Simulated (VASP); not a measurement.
# KP4Ru (P4/mmm) in VASP: further runs

Runs on KP4Ru. Level: PBE. Tasks: relaxation of cell and atoms, single point.

All numbers are computed with VASP 6.6.1; they aren't measurements. Logs are shortened: lines on timing, memory, paths and dates and some standing lists are left out, and cuts for length are marked.

## Step 1: The cell of the first run

The structure is tetragonal, space group P4/mmm (No. 123). The conventional cell has a = 4.664 Å, b = 4.664 Å, c = 6.596 Å, α = 90.00°, β = 90.00°, γ = 90.00°. K (site symmetry 4/mmm) has 8 P at 2.86 Å within 3.8 Å. Within 3.8 Å of P (site symmetry 2mm) lie 2 K at 2.86 Å and 2 Ru at 2.86 Å and 6 P at 3.30 Å. Within 3.8 Å of Ru (site symmetry 4/mmm) lie 8 P at 2.86 Å.

## Step 2: Relaxation of cell and atoms, PBE

File INCAR:

```
SYSTEM = KP4Ru
PREC = Accurate ; ENCUT = 600
EDIFF = 1E-7 ; ISMEAR = 0
SIGMA = 0.1 ; LREAL = .False.
LASPH = .True. ; NELM = 60
ALGO = Normal ; ISIF = 3
LWAVE = .False. ; LCHARG = .False.
GGA = PE ; IBRION = 2
NSW = 90 ; EDIFFG = -0.04
```

File KPOINTS:

```
regular mesh
0
Gamma
  4 4 4
  0 0 0
```

File POSCAR:

```
KP4Ru
1.0
    4.6638284700      0.0000000000      0.0000000000
    0.0000000000      4.6638284700      0.0000000000
    0.0000000000      0.0000000000      6.5956494800
K P Ru
1 4 1
Direct
    0.0000000000      0.0000000000      0.0000000000
    0.5000000000      0.0000000000      0.2500000000
    0.0000000000      0.5000000000      0.7500000000
    0.5000000000      0.0000000000      0.7500000000
    0.0000000000      0.5000000000      0.2500000000
    0.5000000000      0.5000000000      0.5000000000
```

Potentials or basis: VASP PAW PBE potentials, release 64 (K_sv, P, Ru_pv).

Started as:

```console
cat potpaw_PBE.64/K_sv/POTCAR potpaw_PBE.64/P/POTCAR potpaw_PBE.64/Ru_pv/POTCAR > POTCAR
mpirun -np 1 vasp_std > vasp.out
```

OUTCAR:

```text
SYSTEM = KP4Ru
   PREC = Accurate
   ENCUT = 600
   EDIFF = 1E-7
   ISMEAR = 0
   LREAL = .False.
   LASPH = .True.
   NELM = 60
   ISIF = 3
   GGA = PE
   IBRION = 2
   NSW = 90
   EDIFFG = -0.04

 ion  position               nearest neighbor table
   1  0.000  0.000  0.000-   2 2.86   3 2.86   4 2.86   5 2.86   3 2.86   5 2.86   2 2.86   4 2.86

   2  0.500  0.000  0.250-   1 2.86   6 2.86   6 2.86   1 2.86
   3  0.000  0.500  0.750-   1 2.86   6 2.86   1 2.86   6 2.86
   4  0.500  0.000  0.750-   1 2.86   6 2.86   6 2.86   1 2.86
   5  0.000  0.500  0.250-   1 2.86   6 2.86   1 2.86   6 2.86
   6  0.500  0.500  0.500-   2 2.86   3 2.86   4 2.86   5 2.86   2 2.86   4 2.86   3 2.86   5 2.86

  LATTYP: Found a simple tetragonal cell.
 ALAT       =     4.6638284700
 C/A-ratio  =     1.4142135635

  Lattice vectors:

 A1 = (   4.6638284700,   0.0000000000,   0.0000000000)
 A2 = (   0.0000000000,   4.6638284700,   0.0000000000)
 A3 = (   0.0000000000,   0.0000000000,   6.5956494800)

Analysis of symmetry for initial positions (statically):
=====================================================================
 Subroutine PRICEL returns:
 Original cell was already a primitive cell.

 Routine SETGRP: Setting up the symmetry group for a
 simple tetragonal supercell.

 Subroutine GETGRP returns: Found 16 space group operations
 (whereof 16 operations were pure point group operations)
 out of a pool of 16 trial point group operations.

The static configuration has the point symmetry D_4h.

Analysis of symmetry for dynamics (positions and initial velocities):
=====================================================================
 Subroutine PRICEL returns:
 Original cell was already a primitive cell.

 Routine SETGRP: Setting up the symmetry group for a
 simple tetragonal supercell.

 Subroutine GETGRP returns: Found 16 space group operations
 (whereof 16 operations were pure point group operations)
 out of a pool of 16 trial point group operations.

The dynamic configuration has the point symmetry D_4h.

 Subroutine INISYM returns: Found 16 space group operations
 (whereof 16 operations are pure point group operations),
 and found     1 'primitive' translations

----------------------------------------------------------------------------------------

                                     Primitive cell

  volume of cell :     143.4639

  direct lattice vectors                    reciprocal lattice vectors
     4.663828470  0.000000000  0.000000000     0.214416119  0.000000000  0.000000000
     0.000000000  4.663828470  0.000000000     0.000000000  0.214416119  0.000000000
     0.000000000  0.000000000  6.595649480     0.000000000  0.000000000  0.151615092

  length of vectors
     4.663828470  4.663828470  6.595649480     0.214416119  0.214416119  0.151615092

  position of ions in fractional coordinates (direct lattice)
     0.000000000  0.000000000  0.000000000
     0.500000000  0.000000000  0.250000000
     0.000000000  0.500000000  0.750000000
     0.500000000  0.000000000  0.750000000
     0.000000000  0.500000000  0.250000000
     0.500000000  0.500000000  0.500000000

  ion indices of the primitive-cell ions
   primitive index   ion index
                 1           1
                 2           2
                 3           3
                 4           4
                 5           5
                 6           6

----------------------------------------------------------------------------------------

 KPOINTS: regular mesh

Automatic generation of k-mesh.
 Grid dimensions read from file:
 generate k-points for:    4    4    4

 Generating k-lattice:

  Cartesian coordinates                     Fractional coordinates (reciprocal lattice)
     0.053604030  0.000000000  0.000000000     0.250000000  0.000000000  0.000000000
     0.000000000  0.053604030  0.000000000     0.000000000  0.250000000  0.000000000
     0.000000000  0.000000000  0.037903773     0.000000000  0.000000000  0.250000000

  Length of vectors
     0.053604030  0.053604030  0.037903773

  Shift w.r.t. Gamma in fractional coordinates (k-lattice)
     0.000000000  0.000000000  0.000000000

 Subroutine IBZKPT returns following result:
 ===========================================

 Found     18 irreducible k-points:

 Following reciprocal coordinates:
            Coordinates               Weight
  0.000000  0.000000  0.000000      1.000000
  0.250000  0.000000  0.000000      4.000000
  0.500000  0.000000  0.000000      2.000000
  0.250000  0.250000  0.000000      4.000000
  0.500000  0.250000  0.000000      4.000000
  0.500000  0.500000  0.000000      1.000000
[... 10 lines left out ...]
  0.500000  0.250000  0.500000      4.000000
  0.500000  0.500000  0.500000      1.000000
   k-points           NKPTS =     18   k-points in BZ     NKDIM =     18   number of bands    NBANDS=     25
   number of dos      NEDOS =    301   number of ions     NIONS =      6
   total plane-waves  NPLWV =  86400
   dimension x,y,z NGX =    40 NGY =   40 NGZ =   54
   dimension x,y,z NGXF=    80 NGYF=   80 NGZF=  108
   ions per type =               1   4   1
   NGX,Y,Z   is equivalent  to a cutoff of  14.26, 14.26, 13.61 a.u.
   NGXF,Y,Z  is equivalent  to a cutoff of  28.52, 28.52, 27.22 a.u.
 SYSTEM =  KP4Ru
   PREC   = accura    normal or accurate (medium, high low for compatibility)
   ISTART =      0    job   : 0-new  1-cont  2-samecut
   ICHARG =      2    charge: 1-file 2-atom 10-const
   ISPIN  =      1    spin polarized calculation?
   LNONCOLLINEAR =      F non collinear calculations
   LSORBIT =      F    spin-orbit coupling
   LASPH  =      T    aspherical Exc in radial PAW
   ENCUT  =  600.0 eV  44.10 Ry    6.64 a.u.   9.31  9.31 13.17*2*pi/ulx,y,z
   NELM   =     60;   NELMIN=  2; NELMDL= -5     # of ELM steps
   EDIFF  = 0.1E-06   stopping-criterion for ELM
   LREAL  =      F    real-space projection
   EDIFFG = -.4E-01   stopping-criterion for IOM
   NSW    =     90    number of steps for IOM
   IBRION =      2    ionic relax: 0-MD 1-quasi-New 2-CG
   NFREE  =      1    steps in history (QN), initial steepest desc. (CG)
   ISIF   =      3    stress and relaxation
   ISYM   =      2    0-nonsym 1-usesym 2-fastsym
   POTIM  = 0.5000    time-step for ionic-motion
   TEBEG  =    0.0;   TEEND  =   0.0 temperature during run
   PSTRESS=    0.0 pullay stress
   NELECT =      43.0000    total number of electrons
   NUPDOWN=      -1.0000    fix difference up-down
   EMIN   =  10.00;   EMAX   =-10.00  energy-range for DOS
   EFERMI =   0.00;   METHOD = LEGACY
   ISMEAR =     0;   SIGMA  =   0.10  broadening in eV -4-tet -1-fermi 0-gaus
   EFERMI_NEDOS =   21; number of points for ismear=-14 and -15
   IALGO  =     38    algorithm
   IMIX   =      4    mixing-type and parameters
     AMIX     =   0.40;   BMIX     =  1.00
     AMIX_MAG =   1.60;   BMIX_MAG =  1.00
  volume/ion in A,a.u.               =      23.91       161.36
  Fermi-wavevector in a.u.,A,eV,Ry     =   1.095595  2.070375 16.331462  1.200329
  Thomas-Fermi vector in A             =   2.231922
   LORBIT       =      0    0 simple, 1 ext, 2 COOP (PROOUT), +10 PAW based schemes
   GGA     = PE    functional components
   LHFCALC =     F    Hartree Fock is set to
   AEXX    =    0.0000 exact exchange contribution
   IVDW    =     0    specifies the selected vdW correction
   LEPSILON=     F    determine dielectric tensor
   LRPA    =     F    only Hartree local field effects (RPA)
 conjugate gradient relaxation of ions
 non-spin polarized calculation
 Gauss-broadening in eV      SIGMA  =   0.10
  energy-cutoff  :      600.00
  volume of cell :      143.46
 maximum number of plane-waves:      4826
 NGX is ok and might be reduce to    40
   NGX = 19   NGY = 19   NGZ = 27

--------------------------------------- Ionic step        1  -------------------------------------------

 number of electron      43.0000000 magnetization

 Free energy of the ion-electron system (eV)
  ---------------------------------------------------
  ext. energy  EPLUGINS =         0.00000000
  ---------------------------------------------------
  free energy    TOTEN  =       -25.27448886 eV

  energy without entropy =      -25.24154547  energy(sigma->0) =      -25.25801717

------------------------ aborting loop because EDIFF is reached ----------------------------------------

  FORCE on cell =-STRESS in cart. coord.  units (eV):
  Direction    XX          YY          ZZ          XY          YZ          ZX
  --------------------------------------------------------------------------------------
  -------------------------------------------------------------------------------------
  Total       -9.6221665     -9.6221665     -7.9482714      0.0000000      0.0000000      0.0000000
  in kB     -107.4584927   -107.4584927    -88.7647564      0.0000000      0.0000000      0.0000000
  external PRESSURE =    -101.2272472 kB  Pullay stress =       0.0000000 kB
[... 101 lines left out ...]
  FREE ENERGIE OF THE ION-ELECTRON SYSTEM (eV)
  ---------------------------------------------------
  free  energy   TOTEN  =       -28.1059255388 eV

  energy  without entropy=      -28.0860420582  energy(sigma->0) =      -28.09598380

 E-fermi :   7.0977     XC(G=0): -10.5829

 val. band max:        7.0843379016   @ k =   0.2500   0.2500   0.2500
 cond. band min:       7.1581937881   @ k =   0.2500   0.2500   0.0000
 fundamental gap:      0.0738558865
 Fermi energy:         7.0976584398

 k-point     1 :       0.0000    0.0000    0.0000
  band No.  band energies     occupation
      1     -35.9964      2.00000
      2     -35.9964      2.00000
      3     -35.5823      2.00000
      4     -22.4638      2.00000
      5      -7.3957      2.00000
      6      -6.8456      2.00000
[... 493 lines left out ...]
     24      10.9916      0.00000
     25      10.9916      0.00000

 E-fermi :   4.6172     XC(G=0):  -8.9330

 val. band max:        4.5825856130   @ k =   0.2500   0.0000   0.2500
 cond. band min:       4.6452135726   @ k =   0.5000   0.0000   0.5000
 fundamental gap:      0.0626279596
 Fermi energy:         4.6172138260

 k-point     1 :       0.0000    0.0000    0.0000
  band No.  band energies     occupation
      1     -38.3959      2.00000
      2     -38.3959      2.00000
      3     -37.8866      2.00000
      4     -26.4522      2.00000
      5      -9.9645      2.00000
      6      -9.9645      2.00000
[... 493 lines left out ...]
     24       7.7488      0.00000
     25       7.9467      0.00000

[... ionic steps 4 to 22 ...]

--------------------------------------- Ionic step       23  -------------------------------------------

 number of electron      42.9999996 magnetization

------------------------ aborting loop because EDIFF is reached ----------------------------------------

  FORCE on cell =-STRESS in cart. coord.  units (eV):
  Direction    XX          YY          ZZ          XY          YZ          ZX
  --------------------------------------------------------------------------------------
  -------------------------------------------------------------------------------------
  Total        0.1322850      0.1322850      0.0832242      0.0000000      0.0000000      0.0000000
  in kB        1.5184708      1.5184708      0.9553124      0.0000000      0.0000000      0.0000000
  external PRESSURE =       1.3307513 kB  Pullay stress =       0.0000000 kB
[... 65 lines left out ...]
  energy  without entropy=      -31.5698802898  energy(sigma->0) =      -31.57599989

--------------------------------------- Ionic step       25  -------------------------------------------

 number of electron      42.9999998 magnetization

 Free energy of the ion-electron system (eV)
  ---------------------------------------------------
  ext. energy  EPLUGINS =         0.00000000
  ---------------------------------------------------
  free energy    TOTEN  =       -31.58616185 eV

  energy without entropy =      -31.57432848  energy(sigma->0) =      -31.58024516

 E-fermi :   4.6641     XC(G=0):  -9.0030

 val. band max:        4.6365787529   @ k =   0.2500   0.0000   0.2500
 cond. band min:       4.6701581362   @ k =   0.5000   0.0000   0.5000
 fundamental gap:      0.0335793832
 Fermi energy:         4.6640761110

 k-point     1 :       0.0000    0.0000    0.0000
  band No.  band energies     occupation
      1     -38.3151      2.00000
      2     -38.3151      2.00000
      3     -37.8210      2.00000
      4     -26.2739      2.00000
      5      -9.7899      2.00000
      6      -9.7899      2.00000
[... 526 lines left out ...]
  FREE ENERGIE OF THE ION-ELECTRON SYSTEM (eV)
  ---------------------------------------------------
  free  energy   TOTEN  =       -31.5861618495 eV

  energy  without entropy=      -31.5743284778  energy(sigma->0) =      -31.58024516

 reached required accuracy - stopping structural energy minimisation
```

Wall time 18 min (1 thread of AMD EPYC 9R45 (Zen 5), shared host); peak memory 0.32 GiB.

What came out:

| Quantity | Value |
| --- | --- |
| Free energy | -31.5862 eV |
| Relaxed volume | 23.18 Å³/atom |
| Relaxed cell | a = 4.320 Å, b = 4.320 Å, c = 7.450 Å, α = 90.00°, β = 90.00°, γ = 90.00° |
| Space group after relaxing (to 0.1 Å) | P4/mmm (No. 123) |
| Energy gained by relaxing | 1051.9 meV/atom |
| Ionic steps | 25 |
| Pressure after relaxing | 0.1 GPa |
| Largest force after relaxing | 0.006 eV/Å |
| Band gap on the k mesh | zero (an odd number of electrons rules out a gap without spin polarisation) |

Forces in eV/Å, atoms in the order of the input:
```
K    0.000  0.000  0.000
P    0.000  0.000 -0.006
P    0.000  0.000  0.006
P    0.000  0.000  0.006
P    0.000  0.000 -0.006
Ru   0.000  0.000  0.000
```

Stress tensor (GPa, compression positive):
```
0.14 0.00 0.00
0.00 0.14 0.00
0.00 0.00 0.03
```

The path:
| step | energy change (eV) | largest force (eV/Å) | pressure (GPa) | volume (Å³) |
| --- | --- | --- | --- | --- |
| 1 | 0.0000 | 2.7039 | -10.12 | 143.46 |
| 2 | -2.6059 | 2.9170 | 0.83 | 114.32 |
| 3 | -2.8314 | 2.6357 | 11.52 | 103.86 |
| 4 | -4.1329 | 0.6433 | 19.49 | 103.05 |
| 5 | -4.1834 | 0.2761 | 21.85 | 102.90 |
| 6 | -5.7999 | 0.2425 | 6.55 | 120.08 |
| 7 | -6.1691 | 0.2674 | 0.37 | 134.63 |
| 8 | -6.1899 | 0.2687 | -0.72 | 138.48 |
| 9 | -6.1911 | 0.2681 | -0.97 | 139.45 |
| 10 | -6.2164 | 0.0367 | -0.29 | 139.45 |
| 11 | -6.2289 | 0.2829 | 0.67 | 139.44 |
| 12 | -6.2499 | 0.2068 | 0.22 | 140.38 |
| 13 | -6.2807 | 0.2154 | -0.65 | 142.52 |
| 14 | -6.2380 | 0.1956 | -1.54 | 146.37 |
| 15 | -6.2906 | 0.1876 | -0.94 | 143.54 |
| 16 | -6.2910 | 0.0799 | -1.11 | 144.17 |
| 17 | -6.2917 | 0.1363 | -1.02 | 143.86 |
| 18 | -6.2973 | 0.0311 | -0.19 | 141.88 |
| 19 | -6.2995 | 0.0632 | -0.49 | 142.56 |
| 20 | -6.3035 | 0.1491 | -0.07 | 141.52 |
| 21 | -6.3043 | 0.2138 | 0.25 | 140.76 |
| 22 | -6.3067 | 0.1759 | 0.22 | 140.46 |
| 23 | -6.3110 | 0.0643 | 0.13 | 139.58 |
| 24 | -6.3076 | 0.1487 | 0.01 | 137.81 |
| 25 | -6.3117 | 0.0055 | 0.10 | 139.06 |

Final structure:
```
K P Ru
1.0
     4.32041    0.00000    0.00000
     0.00000    4.32041    0.00000
     0.00000    0.00000    7.45019
K P Ru
1 4 1
Direct
  0.00000 0.00000 0.00000
  0.50000 0.00000 0.34842
  0.00000 0.50000 0.65158
  0.50000 0.00000 0.65158
  0.00000 0.50000 0.34842
  0.50000 0.50000 0.50000
```

(Part 1 of 2 ends here.)

The gap in the log of VASP goes by the Fermi energy; the results here count the filled bands.